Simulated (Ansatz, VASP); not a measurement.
One calculation of AgCl, two programs

```
CELL_PARAMETERS angstrom
0.00000 2.75932 2.75932
2.75932 0.00000 2.75932
2.75932 2.75932 0.00000
ATOMIC_POSITIONS crystal
Ag 0.00000 0.00000 0.00000
Cl 0.50000 0.50000 0.50000
```

Change from the starting cell: hydrostatic strain -0.5%.

Alike in both runs: task single point; functional HSE06; k mesh 6 × 6 × 6; no spin polarisation.

```csv
,VASP,Ansatz
version,VASP 6.6.1,Ansatz 0.2.0
potentials or method,"VASP PAW PBE potentials, release 64 (Ag, Cl)","plane waves, PAW"
plane-wave cutoff (eV),520,420
occupations,"gaussian, width 0.01 eV",fixed
valence electrons in the cell,18,26
```

|  | VASP | Ansatz | Ansatz less VASP |
| --- | --- | --- | --- |
| gap on the k mesh at the Fermi level (eV) | 2.39 | 2.41 | +0.020 |
| pressure (GPa) | 2.0 | 2.2 | +0.20 |

VASP's potentials hold 18 valence electrons a cell and Ansatz's 26, so a difference there can come from the potentials and not from the codes. Ansatz's warnings: stress exchange threshold loose, stress scf threshold loose.
